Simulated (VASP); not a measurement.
ZnAu:

```
Au Zn
1.0
     3.10447    0.00000    0.00000
     0.00000    3.10447    0.00000
     0.00000    0.00000    3.10447
Au Zn
1 1
Direct
  0.00000 0.00000 0.00000
  0.50000 0.50000 0.50000
```

This cell differs from its parent crystal: volume scaled by 0.96.

Base run:

```yaml
Program: VASP 6.6.1
Functional: PBE
Potentials_or_basis: VASP PAW PBE potentials, release 64 (Au, Zn)
Cutoff: 520 eV
k_mesh: 8 × 8 × 8
Occupations: fermi-dirac, width 0.05 eV
Spin: no spin polarisation
```

Its results: pressure 11.8 GPa.

Task: The run is repeated on the same cell with these changes: functional from PBE to PBEsol; further incar settings from ALGO = Normal; EDIFF = 1e-06; NBANDS = 18 to ALGO = Normal; EDIFF = 1e-07; NBANDS = 18. What comes out?

Result: Pressure 4.0 GPa.

Caveats: the PAW data sets were made with another functional, which shifts forces and pressure a little (some runs).
